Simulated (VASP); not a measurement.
A run of VASP 6.6.1 is set up as follows.

The input INCAR:

```
SYSTEM = TiB2
  PREC = Accurate
  ENCUT = 520
  EDIFF = 1E-6
  ISMEAR = -1
  SIGMA = 0.05
  LREAL = .FALSE.
  LASPH = .TRUE.
  NELM = 80
  ALGO = Normal
  ISIF = 2
  LWAVE = .FALSE.
  LCHARG = .TRUE.
  GGA = PS
  LELF = .TRUE.
  LVHAR = .TRUE.
  NBANDS = 16
```

Contents of KPOINTS:

```
regular mesh
0
G
  10 10 8
  0 0 0
```

File POSCAR:

```
TiB2
1.0
    2.9338283456      0.0000000000      0.0000000000
   -1.4669141728      2.5407698777      0.0000000000
    0.0000000000      0.0000000000      3.0658254725
Ti B
1 2
Direct
    0.0000000000      0.0000000000      0.0000000000
    0.6666666667      0.3333333333      0.5000000000
    0.3333333333      0.6666666667      0.5000000000
```

Potentials or basis: VASP PAW PBE potentials, release 64 (Ti_sv, B).

Command:

```sh
$ cat potpaw_PBE.64/Ti_sv/POTCAR potpaw_PBE.64/B/POTCAR > POTCAR
$ mpirun -np 1 vasp_std > vasp.out
```

Problem. Predict the pressure.

Solution. 30.5 GPa.

Problem. What does it give for the band gap on the k mesh?

Solution. Zero (bands 9 and 10 overlap by 0.97 eV).

Stress tensor (GPa, compression positive):
```
30.54  0.00  0.00
 0.00 30.54  0.00
 0.00  0.00 30.32
```

Caveat: the cell stands under pressure; the PAW data sets were made with another functional, which shifts forces and pressure a little.
